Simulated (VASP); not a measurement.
# Si: single point with LDA

Si:

```xyz
2
Lattice="0.0000 2.7185 2.7185 2.7185 0.0000 2.7185 2.7185 2.7185 0.0000" Properties=species:S:1:pos:R:3 pbc="T T T"
Si    2.7185    2.7185    2.7185
Si    4.0777    4.0777    4.0777
```

| Quantity | Value |
| --- | --- |
| Program | VASP 6.6.1 |
| Task | single point |
| Functional | LDA |
| Potentials or basis | VASP PAW LDA potentials, release 64 (Si) |
| Cutoff | 520 eV |
| k mesh | 6 × 6 × 6 |
| Occupations | gaussian, width 0.1 eV |
| Spin | no spin polarisation |

The pressure is -1.7 GPa. The band gap on the k mesh is 0.60 eV, indirect (least direct gap 2.52 eV).

Levels at points of the mesh, in eV from the valence-band top:
```tsv
k point	band 1	band 2	band 3	band 4	band 5	band 6	band 7	band 8
(0.00, 0.00, 0.00)	-11.94	0.00	0.00	0.00	2.52	2.52	2.52	3.17
(0.50, 0.00, 0.00)	-9.61	-6.98	-1.19	-1.19	1.41	3.29	3.29	7.50
(0.50, 0.50, 0.00)	-7.80	-7.80	-2.85	-2.85	0.60	0.60	9.95	9.95
```

Wall time 8.1 s on 1 thread of AMD EPYC 7R43 64-Core Processor (Zen 3), on a shared host, peak memory 0.1 GiB.

A k mesh can miss the band edges.
